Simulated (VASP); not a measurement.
Set up this calculation in VASP 6.6.1, as the native input.

| Item | Value |
| --- | --- |
| Task | relaxation of the atoms |
| Functional | PBE |
| Dispersion | D3(BJ) |
| Potentials or basis | VASP PAW PBE potentials, release 64 (Hf_pv, N) |
| Cutoff | 520 eV |
| k mesh | 3 × 3 × 1 |
| Occupations | gaussian, width 0.1 eV |
| Spin | no spin polarisation |
| Dipole correction | yes |
| Atoms held fixed (from 0) | [0, 1, 2, 3, 12, 13, 14, 15] |
| Further INCAR settings | LREAL = Auto; ALGO = Normal; EDIFF = 1e-06; IBRION = 2; EDIFFG = -0.03; NSW = 90 |

The structure of HfN lies in POSCAR:

```
HfN
1.0
    6.3878118675      0.0000000000      0.0000000000
    0.0000000000      6.3878118675      0.0000000000
    0.0000000000      0.0000000000     20.5168650885
Hf N
12 12
Selective dynamics
Direct
    0.2500000000      0.2500000000      0.3899231177  F F F
    0.2500000000      0.7500000000      0.3899231177  F F F
    0.7500000000      0.2500000000      0.3899231177  F F F
    0.7500000000      0.7500000000      0.3899231177  F F F
    0.5000000000      0.5000000000      0.5000000000  T T T
    0.5000000000      0.0000000000      0.5000000000  T T T
    0.0000000000      0.5000000000      0.5000000000  T T T
    0.0000000000      0.0000000000      0.5000000000  T T T
    0.7500000000      0.7500000000      0.6100768823  T T T
    0.7500000000      0.2500000000      0.6100768823  T T T
    0.2500000000      0.7500000000      0.6100768823  T T T
    0.2500000000      0.2500000000      0.6100768823  T T T
    0.5000000000      0.5000000000      0.3899231177  F F F
    0.5000000000      0.0000000000      0.3899231177  F F F
    0.0000000000      0.5000000000      0.3899231177  F F F
    0.0000000000      0.0000000000      0.3899231177  F F F
    0.7500000000      0.7500000000      0.5000000000  T T T
    0.7500000000      0.2500000000      0.5000000000  T T T
    0.2500000000      0.7500000000      0.5000000000  T T T
    0.2500000000      0.2500000000      0.5000000000  T T T
    0.0000000000      0.0000000000      0.6100768823  T T T
    0.0000000000      0.5000000000      0.6100768823  T T T
    0.5000000000      0.0000000000      0.6100768823  T T T
    0.5000000000      0.5000000000      0.6100768823  T T T
```

The input as run:

INCAR

```
SYSTEM = HfN
ALGO = Normal
DIPOL = 0.5 0.5 0.500
EDIFF = 1E-6
EDIFFG = -0.03
ENCUT = 520
GGA = PE
IBRION = 2
IDIPOL = 3
ISIF = 2
ISMEAR = 0
IVDW = 12
KPAR = 2
LASPH = .True.
LCHARG = .False.
LDIPOL = .True.
LREAL = Auto
LWAVE = .False.
NELM = 100
NSW = 90
PREC = Accurate
SIGMA = 0.1
```

KPOINTS

```
k-points
0
Gamma
  3 3 1
  0 0 0
```

Potentials or basis: VASP PAW PBE potentials, release 64 (Hf_pv, N).

Command:

```sh
$ cat potpaw_PBE.64/Hf_pv/POTCAR potpaw_PBE.64/N/POTCAR > POTCAR
$ mpirun -np 4 vasp_std > vasp.out
```

Results of the run:

- Energy gained by relaxing: 28.5 meV/atom
- Ionic steps: 12
- Band gap on the k mesh: 0.25 eV
- Dispersion energy per atom: -0.253 eV

Caveat: spin-orbit coupling is left out, which moves the levels of the heavy elements.

Wall time 46 min on 4 MPI ranks on AMD EPYC 7R43 64-Core Processor (Zen 3) (shared host), peak memory 0.54 GiB a rank.
